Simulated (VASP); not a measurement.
A run of VASP 6.6.1:

INCAR

```
PREC = Accurate ; ENCUT = 520
EDIFF = 1E-7 ; ISMEAR = 0
SIGMA = 0.15 ; LREAL = F
LASPH = T ; NELM = 100
ALGO = Fast ; ISIF = 2
LWAVE = F ; LCHARG = F
NBANDS = 14
```

File KPOINTS:

```
Automatic mesh
0
Gamma
  16 16 16
```

Contents of POSCAR:

```
TiAl
1.0
    2.9171474198      0.0000000000      0.0000000000
    0.0000000000      2.9171474198      0.0000000000
    0.0000000000      0.0000000000      3.2604956711
Ti Al
1 1
Direct
    0.0000000000      0.0000000000      0.0000000000
    0.5000000000      0.5000000000      0.5000000000
```

Potentials or basis: VASP PAW LDA potentials, release 64 (Ti_sv, Al).

Launch:

```bash
$ cat potpaw_LDA.64/Ti_sv/POTCAR potpaw_LDA.64/Al/POTCAR > POTCAR
$ mpirun -np 1 vasp_std > vasp.out
```

Hardware: 1 thread of Intel(R) Xeon(R) 6975P-C (Granite Rapids), on a shared host.

**Question.** Estimate the wall time of this run.

**Answer.** Wall time 2.9 min on 1 thread of Intel(R) Xeon(R) 6975P-C (Granite Rapids), on a shared host, peak memory 0.26 GiB. Counts: scf iterations 27, k points 405.
